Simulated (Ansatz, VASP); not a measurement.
**Two plane-wave programs on Al2Cu**

The input INCAR:

```
ALGO = Normal
EDIFF = 1E-6
ENCUT = 520
GGA = PS
ISIF = 2
ISMEAR = 0
LASPH = T
LCHARG = T
LELF = T
LREAL = F
LVHAR = T
LWAVE = F
NBANDS = 36
NELM = 60
PREC = Accurate
SIGMA = 0.1
```

The input KPOINTS:

```
k-points
0
Gamma
  6 7 7
```

File POSCAR:

```
Al2Cu
1.0
    6.0294940000      0.6790790000     -0.3609620000
    0.6949400000      4.6296310000     -0.4853750000
   -0.2281990000     -0.4012140000      4.7167760000
Al Cu
6 3
Direct
    0.4285056897      0.5781514316      0.6032586852
    0.1886156002      0.1487399712      0.5390826750
    0.6464746596      0.0509274392      0.7506612949
    0.5307853205      0.8079650355      0.1715114567
    0.9706482560      0.6759622224      0.3916735042
    0.0863362005      0.9189266520      0.9708282208
    0.3085634858      0.3634445812      0.0711692246
    0.8585383995      0.4862664506      0.8442770995
    0.7585802777      0.2406278017      0.2980576039
```

Input for Ansatz:

```yaml
crystal:
  lattice:
    - [6.029494, 0.679079, -0.360962]
    - [0.69494, 4.629631, -0.485375]
    - [-0.228199, -0.401214, 4.716776]
  atoms:
    - { symbol: Al, position: [0.4285056897, 0.5781514316, 0.6032586852] }
    - { symbol: Al, position: [0.1886156002, 0.1487399712, 0.539082675] }
    - { symbol: Al, position: [0.6464746596, 0.0509274392, 0.7506612949] }
    - { symbol: Al, position: [0.5307853205, 0.8079650355, 0.1715114567] }
    - { symbol: Al, position: [0.970648256, 0.6759622224, 0.3916735042] }
    - { symbol: Al, position: [0.0863362005, 0.918926652, 0.9708282208] }
    - { symbol: Cu, position: [0.3085634858, 0.3634445812, 0.0711692246] }
    - { symbol: Cu, position: [0.8585383995, 0.4862664506, 0.8442770995] }
    - { symbol: Cu, position: [0.7585802777, 0.2406278017, 0.2980576039] }
basis:
  ecutwfc: 420
kpoints:
  mp_grid: { grid: [6, 7, 7] }
hamiltonian:
  xc: pbesol
scf:
  occupations: { method: gaussian, width: 0.1 }
  n_extra_bands: 8
output:
  forces: true
  stress: true
  eigenvalues: true
  populations: true
  dos:
    method: { smearing: { sigma: 0.1, scheme: gaussian } }
    projected: true
    de: 0.02
  write_density: true
  write_potential: true
  elf: true
  volumetric_format: npy
```

Alike in both runs: task single point; functional PBEsol; k mesh 6 × 7 × 7; occupations gaussian, width 0.1 eV; no spin polarisation.

|  | VASP | Ansatz |
| --- | --- | --- |
| version | VASP 6.6.1 | Ansatz 0.2.0 |
| potentials or method | VASP PAW PBE potentials, release 64 (Al, Cu), cutoff 520 eV | scalar-relativistic, plane waves, PAW |
| valence electrons in the cell | 51 | 75 |

VASP gave:

| Quantity | Value |
| --- | --- |
| gap on the k mesh at the Fermi level (eV) | none |
| rms of the force components (eV/Å) | 0.039 |

What did Ansatz give for the same quantities?

gap on the k mesh at the Fermi level (eV): none; rms of the force components (eV/Å): 0.041.

VASP's potentials were made for PBE, not for PBEsol. Atom by atom the forces differ by 0.005 eV/Å (rms over components). A gap of «none» marks a metal or a gap that the smearing closes. VASP's potentials hold 51 valence electrons a cell and Ansatz's 75, so a difference there can come from the potentials and not from the codes. Ansatz's warnings: structure snapped to symmetry.
